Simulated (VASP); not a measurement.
Co: single point with r2SCAN

Co:

```xyz
1
Lattice="0.0000 1.7805 1.7805 1.7805 0.0000 1.7805 1.7805 1.7805 0.0000" Properties=species:S:1:pos:R:3 pbc="T T T"
Co    0.0000    0.0000    0.0000
```

This isn't the form of Co at room conditions, which is hcp.

| Item | Value |
| --- | --- |
| Program | VASP 6.6.1 |
| Task | single point |
| Functional | r2SCAN |
| Potentials or basis | VASP PAW PBE potentials, release 64 (Co) |
| Cutoff | 520 eV |
| k mesh | 17 × 17 × 17 |
| Occupations | fermi-dirac, width 0.05 eV |
| Spin | collinear spin, ferromagnetic start |
| Starting moments | [1.954] μB |
| Dipole correction | no |
| Further INCAR settings | ALGO = Normal; EDIFF = 1e-06; NBANDS = 14 |

```yaml
Pressure: -7.5 GPa
Net_moment: 1.87 μB per cell
Site_moments: Co +1.93 μB
Valence_electrons_inside_the_program's_atomic_spheres: Co 8.22
```

Levels at points of the mesh, in eV from the Fermi level:
Spin up:
| k point | band 2 | band 3 | band 4 | band 5 | band 6 | band 7 | band 8 | band 9 | band 10 | band 11 |
| --- | --- | --- | --- | --- | --- | --- | --- | --- | --- | --- |
| (0.00, 0.00, 0.00) | -3.46 | -3.46 | -3.46 | -2.90 | -2.90 | 23.22 | 27.39 | 27.39 | 27.39 | 30.18 |
Spin down:
```tsv
k point	band 1	band 2	band 3	band 4	band 5	band 6	band 7	band 8
(0.00, 0.00, 0.00)	-9.89	-1.43	-1.43	-1.43	0.96	0.96	23.07	28.44
```

Wall time 5.8 min on 1 thread of AMD EPYC 7R13 (shared host), peak memory 0.14 GiB.

Caveat: the cell stands under tension; the PAW data sets were made with another functional, which shifts forces and pressure a little.
